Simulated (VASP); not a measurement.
Runs of VASP 6.6.1 on V. The structure is that of space group Fm-3m (No. 225), or close to it. The cells are those of the table. 

| task | spin | cell | k mesh | cutoff (eV) | gap on the mesh (eV) | pressure (GPa) | relaxed volume (Å³/atom) |
| --- | --- | --- | --- | --- | --- | --- | --- |
| relaxation of cell and atoms | off | relaxed from a = 2.680 Å, angles 60.0°, 1 atom | 8 × 8 × 8 | 600 | none | 0.0 | 13.95 |
| single point | off | a = 2.701 Å, angles 60.0°, 1 atom | 8 × 8 × 8 | 520 | none | 0.2 | - |
| relaxation of cell and atoms | off | relaxed from a = 2.770 Å, angles 122.4, 122.4, 85.8°, 1 atom | 8 × 8 × 8 | 600 | none | -0.1 | (a) |
| single point | off | a = 2.699 Å, angles 60.0°, 1 atom | 24 × 24 × 24 | 520 | none | 0.2 | - |
| single point | collinear, ferromagnetic start | a = 2.680 Å, angles 60.0°, 1 atom | 8 × 8 × 8 | 520 | none | 4.5 | - |
| relaxation of cell and atoms | off | relaxed from a = 2.701 Å, angles 60.0°, 1 atom | 24 × 24 × 24 | 600 | none | 0.0 | 13.91 |

Alike in all rows: level PBE; potentials or basis VASP PAW PBE potentials, release 64 (V_sv); smearing gaussian 0.1 eV.

Fill in the values left out.

(a) 13.63.

Caveats: some runs use coarse meshes.

A gap of «none» marks levels without a gap at the run's occupations.
